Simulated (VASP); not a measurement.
GdN: single point with PBE+U

Crystal: GdN.

```
Gd N
1.0
     0.00000    2.50101    2.50101
     2.50101    0.00000    2.50101
     2.50101    2.50101    0.00000
Gd N
1 1
Direct
  0.00000 0.00000 0.00000
  0.50000 0.50000 0.50000
```

```json
{
 "Program": "VASP 6.6.1",
 "Task": "single point",
 "Functional": "PBE",
 "Potentials or basis": "VASP PAW PBE potentials, release 64 (Gd, N)",
 "Cutoff": "520 eV",
 "k mesh": "10 × 10 × 10",
 "Occupations": "gaussian, width 0.05 eV",
 "Spin": "collinear spin, ferrimagnetic start",
 "Starting moments": "[7.63, -0.16] μB",
 "Hubbard terms": "Gd f U = 6.0 eV"
}
```

The pressure is 0.3 GPa, the band gap on the k mesh is zero (filled and empty bands overlap) and the net moment is 7.00 μB per cell. The site moments are Gd +6.87; N -0.11 μB and the valence electrons inside the program's atomic spheres are Gd 15.21; N 3.63.

Levels at points of the mesh, in eV from the Fermi level:
Spin up:
```csv
k point,band 11,band 12,band 13,band 14,band 15,band 16,band 17,band 18,band 19,band 20
"(0.00, 0.00, 0.00)",-6.05,-6.05,0.24,0.24,0.24,2.65,2.65,2.65,3.34,4.74
"(0.50, 0.00, 0.00)",-6.05,-6.01,-4.14,-2.33,-2.33,5.26,5.97,5.97,6.64,10.01
"(0.50, 0.50, 0.00)",-6.11,-6.09,-1.25,-0.27,-0.15,-0.15,6.59,6.62,7.65,7.65
```
Spin down:
```csv
k point,band 5,band 6,band 7,band 8,band 9,band 10,band 11,band 12
"(0.00, 0.00, 0.00)",-12.84,-0.33,-0.33,-0.33,3.46,3.46,3.46,3.83
"(0.50, 0.00, 0.00)",-10.94,-3.90,-2.25,-2.25,4.51,4.88,4.88,5.18
"(0.50, 0.50, 0.00)",-12.54,-0.96,-0.42,-0.42,0.38,4.95,4.98,5.09
```

Eigenvalues of the final occupation matrices:
```csv
site,spin,trace,eigenvalues
site 1 f,1,6.94,0.99 0.99 0.99 0.99 0.99 0.99 0.99
site 1 f,2,0.04,0.00 0.00 0.00 0.00 0.01 0.01 0.01
```

Run time: 82 s on 1 thread of Intel Xeon 6975P-C, with other jobs on the host, peak memory 0.22 GiB.

Caveat: spin-orbit coupling is left out, which moves the levels of the heavy elements; a cell with one magnetic atom can't hold antiferromagnetic order, which such compounds often take. The state reached can hang on the start; a lower one may exist.
